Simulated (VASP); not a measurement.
# La: single point with PBE

La:

```xyz
4
Lattice="3.7727 0.0000 0.0000 -1.8863 3.2673 0.0000 0.0000 0.0000 12.1127" Properties=species:S:1:pos:R:3 pbc="T T T"
La    0.0000    0.0000    0.0000
La   -1.8863    3.2673    6.0564
La    0.0000    2.1782    9.0845
La    1.8863    1.0891    3.0282
```

| Item | Value |
| --- | --- |
| Program | VASP 6.6.1 |
| Task | single point |
| Functional | PBE |
| Potentials or basis | VASP PAW PBE potentials, release 64 (La) |
| Cutoff | 520 eV |
| k mesh | 10 × 10 × 3 |
| Occupations | fermi-dirac, width 0.2 eV |
| Spin | no spin polarisation |
| Dipole correction | no |
| Further INCAR settings | ALGO = Normal; EDIFF = 1e-06; NBANDS = 30 |

* Pressure: 0.4 GPa
* Band gap on the k mesh: zero (bands 22 and 23 overlap by 1.23 eV)

Stress tensor (GPa, compression positive):
```
0.29 0.00 0.00
0.00 0.29 0.00
0.00 0.00 0.48
```

Levels at points of the mesh, in eV from the Fermi level:
```tsv
k point	band 19	band 20	band 21	band 22	band 23	band 24	band 25	band 26
(0.00, 0.00, 0.00)	-1.85	-1.73	0.53	0.65	1.25	1.25	1.31	1.34
(0.50, 0.00, 0.00)	-1.51	-1.04	-0.63	-0.27	-0.18	0.46	0.96	1.19
```

It took 3.8 min on 1 thread of Intel(R) Xeon(R) Platinum 8488C (Sapphire Rapids) (shared host), peak memory 0.29 GiB.

Caveat: spin-orbit coupling is left out, which moves the levels of the heavy elements.
